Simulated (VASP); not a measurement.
Ba3TeC3:

```
CELL_PARAMETERS angstrom
5.71633 0.00000 0.00000
0.00000 5.71633 0.00000
0.00000 0.00000 5.71633
ATOMIC_POSITIONS crystal
Ba 0.50000 0.50000 0.00000
Ba 0.00000 0.50000 0.50000
Ba 0.50000 0.00000 0.50000
Te 0.50000 0.50000 0.50000
C 0.50000 0.00000 0.00000
C 0.00000 0.50000 0.00000
C 0.00000 0.00000 0.50000
```

The cell was built from a structure type or drawn by symmetry, and may not be a known phase.

```yaml
Program: VASP 6.6.1
Task: relaxation of cell and atoms
Functional: PBE
Potentials_or_basis: VASP PAW PBE potentials, release 64 (Ba_sv, Te, C)
Cutoff: 600 eV
k_mesh: 4 × 4 × 4
Occupations: gaussian, width 0.1 eV
Spin: no spin polarisation
```

At the start: pressure 18.0 GPa; volume 26.68 Å³/atom.

Question: How do energy, volume and symmetry change on relaxing?

Answer: Over 3 steps the energy falls by 500.5 meV/atom and the volume is 38.04 Å³/atom (+42.6 %); space group Pm-3m (No. 221, to 0.1 Å) before and after.

Step by step:
| step | energy change (eV) | largest force (eV/Å) | pressure (GPa) | volume (Å³) |
| --- | --- | --- | --- | --- |
| 1 | 0.0000 | 0.0000 | 18.04 | 186.79 |
| 2 | -3.4551 | 0.0000 | -1.14 | 280.35 |
| 3 | -3.5036 | 0.0000 | 0.09 | 266.29 |

Final structure:
```yaml
crystal:
  lattice:
    - [6.43359, 0.00000, 0.00000]
    - [0.00000, 6.43359, 0.00000]
    - [0.00000, 0.00000, 6.43359]
  atoms:
    - { symbol: Ba, position: [0.50000, 0.50000, 0.00000] }
    - { symbol: Ba, position: [0.00000, 0.50000, 0.50000] }
    - { symbol: Ba, position: [0.50000, 0.00000, 0.50000] }
    - { symbol: Te, position: [0.50000, 0.50000, 0.50000] }
    - { symbol: C, position: [0.50000, 0.00000, 0.00000] }
    - { symbol: C, position: [0.00000, 0.50000, 0.00000] }
    - { symbol: C, position: [0.00000, 0.00000, 0.50000] }
```

Caveat: the volume moved by over 15 % at a fixed basis, so the end points are rough.
